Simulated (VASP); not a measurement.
# Ru (P6/mmm) in VASP: notebook, part 2 of 2

VASP 6.6.1. The steps go on from the part before.

### 3 Single point, PBEsol

Input file INCAR:

```
PREC     = Accurate       # precision mode
ENCUT    = 520            # plane-wave cutoff, eV
EDIFF    = 1E-6           # SCF threshold, eV
ISMEAR   = -1             # smearing method
SIGMA    = 0.1            # smearing width, eV
LREAL    = F              # projectors in reciprocal space
LASPH    = T              # aspherical terms in the spheres
NELM     = 60             # most SCF steps
ALGO     = Normal         # electronic algorithm
ISIF     = 2              # what is computed and relaxed
LWAVE    = F              # write WAVECAR
LCHARG   = F              # write CHGCAR
GGA      = PS             # functional
NBANDS   = 13             # bands
```

Input file KPOINTS:

```
regular mesh
0
Gamma
  20 20 19
```

Input file POSCAR:

```
Ru
1.0
    2.1812658717      0.0000000000      0.0000000000
   -1.0906329358      1.8890316573      0.0000000000
    0.0000000000      0.0000000000      2.0346615074
Ru
1
Direct
    0.0000000000      0.0000000000      0.0000000000
```

Potentials or basis: VASP PAW PBE potentials, release 64 (Ru_pv).

Launch:

```console
$ cat potpaw_PBE.64/Ru_pv/POTCAR > POTCAR
$ mpirun -np 1 vasp_std > vasp.out
```

It took 67 s on 1 thread of AMD EPYC 7R13, shared host; peak memory 0.12 GiB.

Results (log left out):

* Free energy: -3.0944 eV
* Pressure: 533.1 GPa
* Band gap on the k mesh: zero (band 7 reaches 29.65 eV, above the bottom of band 8 at 21.28 eV)

Stress tensor (GPa, compression positive):
```
531.07   0.00   0.00
  0.00 531.07   0.00
  0.00   0.00 537.29
```

Levels at points of the mesh, in eV from the Fermi level:
```tsv
k point	band 4	band 5	band 6	band 7	band 8	band 9	band 10	band 11
(0.00, 0.00, 0.00)	-11.75	-10.50	-5.68	-5.68	4.45	4.45	10.38	13.21
(0.50, 0.00, 0.00)	-12.39	-8.14	-2.10	1.61	3.01	4.89	10.38	16.80
```

Caveat: the PAW data sets were made with another functional, which shifts forces and pressure a little.

### 4 Single point, PBEsol

This run uses another cell than the first one: it holds 3 atoms, not 1.

Input file INCAR:

```
SYSTEM = Ru
PREC     = Accurate       ! precision mode
ENCUT    = 520            ! plane-wave cutoff, eV
EDIFF    = 1E-6           ! SCF threshold, eV
ISMEAR   = -1             ! smearing method
SIGMA    = 0.1            ! smearing width, eV
LREAL    = .FALSE.        ! projectors in reciprocal space
LASPH    = .TRUE.         ! aspherical terms in the spheres
NELM     = 80             ! most SCF steps
ALGO     = Normal         ! electronic algorithm
ISIF     = 2              ! what is computed and relaxed
LWAVE    = .FALSE.        ! write WAVECAR
LCHARG   = .FALSE.        ! write CHGCAR
GGA      = PS             ! functional
NBANDS   = 28             ! bands
```

Input file KPOINTS:

```
Automatic mesh
0
G
  10 10 14
  0 0 0
```

Input file POSCAR:

```
Ru
1.0
    3.5963798116      0.0000000000      0.0000000000
   -1.7981899058      3.1145562785      0.0000000000
    0.0000000000      0.0000000000      2.2014175082
Ru
3
Direct
    0.0000000000      0.0000000000      0.0000000000
    0.3333333333      0.6666666667      0.5000000000
    0.6666666667      0.3333333333      0.5000000000
```

Potentials or basis: VASP PAW PBE potentials, release 64 (Ru_pv).

Launch:

```console
$ cat potpaw_PBE.64/Ru_pv/POTCAR > POTCAR
$ mpirun -np 1 vasp_std > vasp.out
```

OUTCAR:

```text
SYSTEM = Ru
   PREC = Accurate
   ENCUT = 520
   EDIFF = 1E-6
   ISMEAR = -1
   LREAL = .FALSE.
   LASPH = .TRUE.
   NELM = 80
   ISIF = 2
   GGA = PS

 ion  position               nearest neighbor table
   1  0.000  0.000  0.000-   2 2.35   3 2.35   2 2.35   3 2.35   2 2.35   2 2.35   3 2.35   3 2.35
                             3 2.35   3 2.35   2 2.35   2 2.35
   2  0.333  0.667  0.500-   3 2.08   3 2.08   3 2.08   1 2.35   1 2.35   1 2.35   1 2.35   1 2.35
                             1 2.35   3 3.03   3 3.03   3 3.03   3 3.03   3 3.03   3 3.03
   3  0.667  0.333  0.500-   2 2.08   2 2.08   2 2.08   1 2.35   1 2.35   1 2.35   1 2.35   1 2.35
                             1 2.35   2 3.03   2 3.03   2 3.03   2 3.03   2 3.03   2 3.03
[... 945 lines left out ...]
  -------------------------------------------------------------------------------------
  Total       82.1077964     82.1077964     81.5335978      0.0000000     -0.0000000      0.0000000
  in kB     5334.9558427   5334.9558427   5297.6472792      0.0000000     -0.0000000      0.0000000
  external PRESSURE =    5322.5196549 kB  Pullay stress =       0.0000000 kB

 VOLUME and BASIS-vectors are now :
 -----------------------------------------------------------------------------
  energy-cutoff  :      520.00
  volume of cell :       24.66
      direct lattice vectors                 reciprocal lattice vectors
     3.596379812  0.000000000  0.000000000     0.278057394  0.160536512  0.000000000
    -1.798189906  3.114556278  0.000000000     0.000000000  0.321073023  0.000000000
     0.000000000  0.000000000  2.201417508     0.000000000  0.000000000  0.454252770

 POSITION                                       TOTAL-FORCE (eV/Angst)
 -----------------------------------------------------------------------------------
      0.00000      0.00000      0.00000        -0.000000      0.000000     -0.000000
     -0.00000      2.07637      1.10071        -0.000000      0.000000      0.000000
      1.79819      1.03819      1.10071         0.000000     -0.000000     -0.000000
 -----------------------------------------------------------------------------------
    total drift:                                0.000000      0.000000     -0.000000

  FREE ENERGIE OF THE ION-ELECTRON SYSTEM (eV)
  ---------------------------------------------------
  free  energy   TOTEN  =       -12.6977923996 eV

  energy  without entropy=      -12.6328422382  energy(sigma->0) =      -12.66531732
```

It took 1.9 min on 1 thread of AMD EPYC 7R13, shared host; peak memory 0.15 GiB.

Results:

| Property | Result |
| --- | --- |
| Free energy | -12.6978 eV |
| Pressure | 532.3 GPa |
| Band gap on the k mesh | zero (band 21 reaches 27.00 eV, above the bottom of band 22 at 21.79 eV) |

Caveat: the PAW data sets were made with another functional, which shifts forces and pressure a little.

### 5 Single point, PBEsol

This run uses another cell than the first one: it holds 3 atoms, not 1.

Input file INCAR:

```
PREC     = Accurate       # precision mode
ENCUT    = 520            # plane-wave cutoff, eV
EDIFF    = 1E-6           # SCF threshold, eV
ISMEAR   = -1             # smearing method
SIGMA    = 0.1            # smearing width, eV
LREAL    = F              # projectors in reciprocal space
LASPH    = T              # aspherical terms in the spheres
NELM     = 100            # most SCF steps
ALGO     = Normal         # electronic algorithm
ISIF     = 2              # what is computed and relaxed
LWAVE    = F              # write WAVECAR
LCHARG   = F              # write CHGCAR
GGA      = PS             # functional
NBANDS   = 28             # bands
```

Input file KPOINTS:

```
Automatic mesh
0
Gamma
  10 10 14
```

Input file POSCAR:

```
Ru
1.0
    3.5965162427      0.0000000000      0.0000000000
   -1.7982581213      3.1146744313      0.0000000000
    0.0000000000      0.0000000000      2.2017139684
Ru
3
Direct
    0.0000000000      0.0000000000      0.0000000000
    0.3333333333      0.6666666667      0.5000000000
    0.6666666667      0.3333333333      0.5000000000
```

Launch:

```console
$ cat potpaw_PBE.64/Ru_pv/POTCAR > POTCAR
$ mpirun -np 1 vasp_std > vasp.out
```

Wall time 2 min (1 thread of AMD EPYC 7R13, shared host); peak memory 0.15 GiB.

Results (log left out):

| Quantity | Value |
| --- | --- |
| Free energy | -12.7150 eV |
| Pressure | 531.8 GPa |
| Band gap on the k mesh | zero (band 21 reaches 26.99 eV, above the bottom of band 22 at 21.79 eV) |

Stress tensor (GPa, compression positive):
```
533.10   0.00   0.00
  0.00 533.10   0.00
  0.00   0.00 529.16
```

Levels at points of the mesh, in eV from the Fermi level:
| k point | band 17 | band 18 | band 19 | band 20 | band 21 | band 22 | band 23 | band 24 | band 25 | band 26 |
| --- | --- | --- | --- | --- | --- | --- | --- | --- | --- | --- |
| (0.00, 0.00, 0.00) | -5.90 | -4.65 | -4.65 | -2.97 | -2.97 | -2.86 | -2.86 | 3.98 | 3.98 | 9.77 |
| (0.50, 0.00, 0.00) | -5.25 | -4.67 | -2.26 | -2.19 | 1.29 | 1.88 | 1.95 | 1.96 | 2.34 | 2.99 |
| (0.00, 0.00, 0.50) | -4.35 | -3.62 | -3.62 | 1.31 | 1.31 | 2.85 | 2.85 | 5.81 | 7.92 | 9.02 |
| (0.50, 0.00, 0.50) | -4.58 | -3.33 | -1.56 | -0.21 | 0.58 | 1.83 | 2.92 | 4.99 | 5.80 | 9.58 |

Caveat: the PAW data sets were made with another functional, which shifts forces and pressure a little.

### 6 Summary

| cell | k mesh | gap on the mesh (eV) | pressure (GPa) |
| --- | --- | --- | --- |
| a = 2.181, b = 2.181, c = 2.035 Å, angles 90.0, 90.0, 120.0°, 1 atom | 20 × 20 × 19 | none | 533.1 |
| a = 3.596, b = 3.596, c = 2.201 Å, angles 90.0, 90.0, 120.0°, 3 atoms | 10 × 10 × 14 | none | 532.3 |
| a = 3.597, b = 3.597, c = 2.202 Å, angles 90.0, 90.0, 120.0°, 3 atoms | 10 × 10 × 14 | none | 531.8 |

Alike in all rows: task single point; level PBEsol; potentials or basis VASP PAW PBE potentials, release 64 (Ru_pv); no spin polarisation; cutoff (eV) 520; smearing fermi-dirac 0.1 eV.

Caveats: the PAW data sets were made with another functional, which shifts forces and pressure a little.

Total energies depend on the potentials used, so only differences within one code and one set of settings carry meaning.
